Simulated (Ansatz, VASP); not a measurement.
## Two plane-wave programs on K2S

```
CELL_PARAMETERS angstrom
0.00000 3.70778 3.70778
3.70778 0.00000 3.70778
3.70778 3.70778 0.00000
ATOMIC_POSITIONS crystal
K 0.25000 0.25000 0.25000
K 0.75000 0.75000 0.75000
S 0.00000 0.00000 0.00000
```

Alike in both runs: task single point; functional PBE; k mesh 8 × 8 × 8; occupations gaussian, width 0.05 eV; no spin polarisation.

```csv
,VASP,Ansatz
version,VASP 6.6.1,Ansatz 0.2.0
potentials or method,"VASP PAW PBE potentials, release 64 (K_sv, S), cutoff 500 eV","scalar-relativistic, plane waves, PAW"
valence electrons in the cell,24,24
```

```tsv
	VASP	Ansatz	Ansatz less VASP
gap on the k mesh at the Fermi level (eV)	2.37	2.37	+0.002
least direct gap on the mesh (eV)	2.56	2.56	+0.003
pressure (GPa)	0.4	0.4	-0.03
```

The functional is the same, so the differences come from potentials, cutoffs and numerics.
